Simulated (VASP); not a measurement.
A run of VASP 6.6.1 is set up as follows.

Contents of INCAR:

```
SYSTEM = Li
ALGO = Normal
EDIFF = 1E-6
ENCUT = 520
GGA = PS
ISIF = 2
ISMEAR = 0
LASPH = .True.
LCHARG = .True.
LELF = .True.
LREAL = .False.
LVHAR = .True.
LWAVE = .False.
NBANDS = 14
NELM = 80
PREC = Accurate
SIGMA = 0.1
```

File KPOINTS:

```
k-points
0
Gamma
  10 10 10
  0 0 0
```

The input POSCAR:

```
Li
1.0
    4.5951115590      0.0000000000      0.0000000000
    0.0000000000      4.5951115590      0.0000000000
    0.0000000000      0.0000000000      4.5951115590
Li
4
Direct
    0.8875292303      0.1124707697      0.6124707697
    0.3875292303      0.3875292303      0.3875292303
    0.1124707697      0.6124707697      0.8875292303
    0.6124707697      0.8875292303      0.1124707697
```

Potentials or basis: VASP PAW PBE potentials, release 64 (Li_sv).

Launch:

```console
$ cat potpaw_PBE.64/Li_sv/POTCAR > POTCAR
$ mpirun -np 1 vasp_std > vasp.out
```

**Question.** What does it give for the band gap on the k mesh?

**Answer.** Zero (band 6 reaches 2.18 eV, above the bottom of band 7 at -0.00 eV).

**Question.** Estimate the largest force.

**Answer.** 0.125 eV/Å.

Forces in eV/Å, atoms in the order of the input:
```
Li   0.072 -0.072 -0.072
Li   0.072  0.072  0.072
Li  -0.072 -0.072  0.072
Li  -0.072  0.072 -0.072
```

Caveat: the cell differs from its parent crystal (strained); the PAW data sets were made with another functional, which shifts forces and pressure a little.
